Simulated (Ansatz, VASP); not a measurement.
## Cd in VASP and in Ansatz

The input INCAR:

```
PREC = Accurate
ENCUT = 520
EDIFF = 1E-7
ISMEAR = -1
SIGMA = 0.05
LREAL = False
LASPH = True
NELM = 80
ALGO = Normal
ISIF = 2
LWAVE = False
LCHARG = False
GGA = PS
NBANDS = 19
```

Contents of KPOINTS:

```
Automatic mesh
0
Gamma
  16 16 7
```

The input POSCAR:

```
Cd
1.0
    2.9788725081     -0.0148943625     -0.0148943625
   -1.5023351503      2.5872264479     -0.0054517151
   -0.0280882500     -0.0280882500      5.6176500000
Cd
2
Direct
    0.3333333333      0.6666666667      0.2500000000
    0.6666666667      0.3333333333      0.7500000000
```

Input for Ansatz:

```yaml
crystal:
  lattice:
    - [2.9788725081, -0.0148943625, -0.0148943625]
    - [-1.5023351503, 2.5872264479, -0.0054517151]
    - [-0.02808825, -0.02808825, 5.61765]
  atoms:
    - { symbol: Cd, position: [0.3333333333, 0.6666666667, 0.25] }
    - { symbol: Cd, position: [0.6666666667, 0.3333333333, 0.75] }
kpoints:
  mp_grid: { grid: [16, 16, 7] }
  band_path:
    path:
      - [0.0, 0.0, 0.0]
      - [0.0, 0.0, 0.5]
      - [-0.5, 0.5, 0.0]
      - [0.0, 0.0, 0.0]
      - [0.0, -0.5, 0.0]
      - [-0.5, 0.0, 0.5]
      - [0.0, 0.0, 0.0]
      - [-0.5, 0.0, 0.0]
      - [0.0, -0.5, 0.5]
    npoints: 5
scf:
  occupations: { method: fermi_dirac, width: 0.05 }
hamiltonian:
  xc: pbesol
  pseudopotentials: { kind: all_electron, lapw: { basis_error: 0.001 } }
output:
  forces: true
  stress: true
  eigenvalues: true
```

Change from the starting cell: equal xy, yz and zx shear strains of -1 %.

Alike in both runs: task single point; functional PBEsol; k mesh 16 × 16 × 7; occupations fermi-dirac, width 0.05 eV; no spin polarisation.

|  | VASP | Ansatz |
| --- | --- | --- |
| version | VASP 6.6.1 | Ansatz 0.2.0 |
| potentials or method | VASP PAW PBE potentials, release 64 (Cd), cutoff 520 eV | all-electron LAPW, scalar-relativistic |

|  | VASP | Ansatz | Ansatz less VASP |
| --- | --- | --- | --- |
| pressure (GPa) | -1.2 | -1.5 | -0.34 |
| traceless stress, the component that is largest in VASP (GPa) | 0.39 | 0.38 | -0.007 |

VASP's potentials were made for PBE, not for PBEsol. Ansatz ran all-electron here, and VASP with PAW potentials.
